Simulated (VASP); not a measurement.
Mo, 1 atom in the cell. It takes space group I4/mmm (No. 139, tetragonal). Conventional cell: a = 3.142 Å, b = 3.142 Å, c = 2.953 Å, α = 90.00°, β = 90.00°, γ = 90.00°. Mo (site symmetry 4/mmm) has 14 Mo at 2.67 to 3.14 Å within 3.5 Å.  This cell differs from its parent crystal: strain -0.0600 x Voigt [0, 1, 0, 0, 0, 0].

| Property | Result |
| --- | --- |
| Program | VASP 6.6.1 |
| Task | single point |
| Functional | PBEsol |
| Potentials or basis | VASP PAW PBE potentials, release 64 (Mo_sv) |
| Cutoff | 520 eV |
| k mesh | 22 × 22 × 22 |
| Occupations | gaussian, width 0.15 eV |
| Spin | no spin polarisation |
| Dipole correction | no |
| Further INCAR settings | ALGO = Fast; EDIFF = 1e-06; NBANDS = 13 |

Potentials or basis: VASP PAW PBE potentials, release 64 (Mo_sv).

Run with:

```sh
$ cat potpaw_PBE.64/Mo_sv/POTCAR > POTCAR
$ mpirun -np 1 vasp_std > vasp.out
```

Hardware: 1 thread of Intel(R) Xeon(R) 6975P-C (Granite Rapids), with other jobs on the host.

Task: Estimate the wall time of this run.

Result: It took 51 s on 1 thread of Intel(R) Xeon(R) 6975P-C (Granite Rapids), on a shared host, peak memory 0.25 GiB. Counts: scf iterations 12, k points 834.
